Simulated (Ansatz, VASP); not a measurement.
**One calculation of Zn, two programs**

The input POSCAR:

```
Zn
1.0
    2.6187264646      0.0000000000      0.0000000000
   -1.3093632323      2.2678836439      0.0000000000
    0.0000000000      0.0000000000      4.8388970683
Zn
2
Direct
    0.3333333333      0.6666666667      0.2500000000
    0.6666666667      0.3333333333      0.7500000000
```

File INCAR.step1:

```
  PREC = Accurate
  ENCUT = 520
  ISMEAR = -1
  SIGMA = 0.1
  LREAL = F
  LASPH = T
  NELM = 80
  NBANDS = 19
  GGA = PE
  ALGO = Normal
  EDIFF = 1E-4
  LWAVE = T
  LCHARG = F
```

Contents of INCAR.step2:

```
  PREC = Accurate
  ENCUT = 520
  EDIFF = 1E-6
  ISMEAR = -1
  SIGMA = 0.1
  LREAL = F
  LASPH = T
  NELM = 80
  ALGO = Normal
  ISIF = 2
  LWAVE = F
  LCHARG = F
  METAGGA = R2SCAN
  LMIXTAU = T
  NBANDS = 19
  ISTART = 1
```

The input KPOINTS:

```
regular mesh
0
Gamma
  23 23 11
```

Input for Ansatz:

```yaml
crystal:
  lattice:
    - [2.6187264646, 0.0, 0.0]
    - [-1.3093632323, 2.2678836439, 0.0]
    - [0.0, 0.0, 4.8388970683]
  atoms:
    - { symbol: Zn, position: [0.3333333333, 0.6666666667, 0.25] }
    - { symbol: Zn, position: [0.6666666667, 0.3333333333, 0.75] }
hamiltonian:
  xc: r2scan
  pseudopotentials:
    kind: paw
    azcp:
      Zn: "pseudopotentials/Zn.paw.azcp"
basis:
  ecutwfc: 500
  fft_grid_basis: typed
kpoints:
  mp_grid: { grid: [23, 23, 11], shift: [0, 0, 0] }
magnetization:
  spin_polarized: false
scf:
  occupations: { method: fermi_dirac, width: 0.1 }
  lower_state_search: "off"
output:
  stress: true
```

Alike in both runs: task single point; functional r2SCAN; k mesh 23 × 23 × 11; occupations fermi-dirac, width 0.1 eV; no spin polarisation.

|  | VASP | Ansatz |
| --- | --- | --- |
| version | VASP 6.6.1 | Ansatz 0.2.0 |
| potentials or method | VASP PAW PBE potentials, release 64 (Zn), cutoff 520 eV | plane waves (500 eV) with PAW, scalar-relativistic |
| valence electrons in the cell | 24 | 24 |

|  | VASP | Ansatz | Ansatz less VASP |
| --- | --- | --- | --- |
| pressure (GPa) | 0.5 | 0.0 | -0.50 |
| traceless stress, the component that is largest in VASP (GPa) | -0.01 | 0.13 | +0.140 |

VASP's potentials were made for PBE, not for r2SCAN. With one functional, cell and mesh, what is left measures potentials, basis and numerics.
